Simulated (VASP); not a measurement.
Here is a VASP 6.6.1 calculation.

File INCAR:

```
ALGO = Normal
EDIFF = 1E-8
ENCUT = 520
GGA = PS
ISIF = 2
ISMEAR = -1
LASPH = T
LCHARG = F
LEFG = T
LREAL = F
LWAVE = F
NBANDS = 26
NELM = 60
PREC = Accurate
SIGMA = 0.01
```

The input KPOINTS:

```
k-points
0
Gamma
  7 7 4
```

Contents of POSCAR:

```
CdS
1.0
    4.1761471954      0.0000000000      0.0000000000
   -2.0880735977      3.6166495612      0.0000000000
    0.0000000000      0.0000000000      6.7490000000
Cd S
2 2
Direct
    0.3333333333      0.6666666667      0.0000000000
    0.6666666667      0.3333333333      0.5000000000
    0.3333333333      0.6666666667      0.3850000000
    0.6666666667      0.3333333333      0.8850000000
```

Potentials or basis: VASP PAW PBE potentials, release 64 (Cd, S).

Run with:

```console
$ cat potpaw_PBE.64/Cd/POTCAR potpaw_PBE.64/S/POTCAR > POTCAR
$ mpirun -np 1 vasp_std > vasp.out
```

Question: Predict the largest force.

Answer: 0.183 eV/Å.

Question: Estimate the pressure.

Answer: -1.4 GPa.

Forces in eV/Å, atoms in the order of the input:
```
Cd   0.000  0.000  0.183
Cd   0.000  0.000  0.183
S    0.000  0.000 -0.183
S    0.000  0.000 -0.183
```

Caveat: the cell differs from its parent crystal (equal xx and yy strain of +1 %); without QUAD_EFG the Cq values of the log hold for a quadrupole moment of 1 mb, not for the nuclei; the PAW data sets were made with another functional, which shifts forces and pressure a little.
